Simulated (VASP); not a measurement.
Wanted: the native input for a VASP 6.6.1 run.

| Quantity | Value |
| --- | --- |
| Task | single point |
| Functional | r2SCAN |
| Potentials or basis | VASP PAW PBE potentials, release 64 (Sn_d) |
| Cutoff | 550 eV |
| k mesh | 10 × 10 × 10 |
| Occupations | gaussian, width 0.1 eV |
| Spin | no spin polarisation |
| Dipole correction | no |
| Further INCAR settings | ALGO = Normal; EDIFF = 1e-06; NBANDS = 13 |

Sn:

```
CELL_PARAMETERS angstrom
-1.88058 1.88058 1.88058
1.88058 -1.88058 1.88058
1.88058 1.88058 -1.88058
ATOMIC_POSITIONS crystal
Sn 0.00000 0.00000 0.00000
```

One way to write it, as run:

POSCAR

```
Sn
1.0
   -1.8805842721      1.8805842721      1.8805842721
    1.8805842721     -1.8805842721      1.8805842721
    1.8805842721      1.8805842721     -1.8805842721
Sn
1
Direct
    0.0000000000      0.0000000000      0.0000000000
```

INCAR.step1

```
SYSTEM = Sn
ALGO = Normal
EDIFF = 1E-5
ENCUT = 550
GGA = PE
GGA_COMPAT = .False.
ISMEAR = 0
LASPH = .True.
LCHARG = .False.
LREAL = .False.
LWAVE = .True.
NBANDS = 13
NELM = 120
PREC = Accurate
SIGMA = 0.1
```

INCAR.step2

```
SYSTEM = Sn
ALGO = Normal
EDIFF = 1E-6
ENCUT = 550
GGA_COMPAT = .False.
ISIF = 2
ISMEAR = 0
ISTART = 1
LASPH = .True.
LCHARG = .False.
LMIXTAU = .True.
LREAL = .False.
LWAVE = .False.
METAGGA = R2SCAN
NBANDS = 13
NELM = 120
PREC = Accurate
SIGMA = 0.1
```

KPOINTS

```
k-points
0
Gamma
  10 10 10
  0 0 0
```

Potentials or basis: VASP PAW PBE potentials, release 64 (Sn_d).

Run with:

```bash
$ cat potpaw_PBE.64/Sn_d/POTCAR > POTCAR
$ cp INCAR.step1 INCAR
$ mpirun -np 1 vasp_std > vasp.out
$ cp INCAR.step2 INCAR
$ mpirun -np 1 vasp_std > vasp.out
```

Results of the run:

```yaml
Pressure: 0.3 GPa
Band_gap_on_the_k_mesh: zero (band 7 reaches 16.94 eV, above the bottom of band 8 at 5.81 eV)
```

Caveat: the PAW data sets were made with another functional, which shifts forces and pressure a little; spin-orbit coupling is left out, which moves the levels of the heavy elements.

Run time: 64 s on 1 thread of Intel(R) Xeon(R) Platinum 8488C (Sapphire Rapids), on a shared host, peak memory 0.17 GiB.
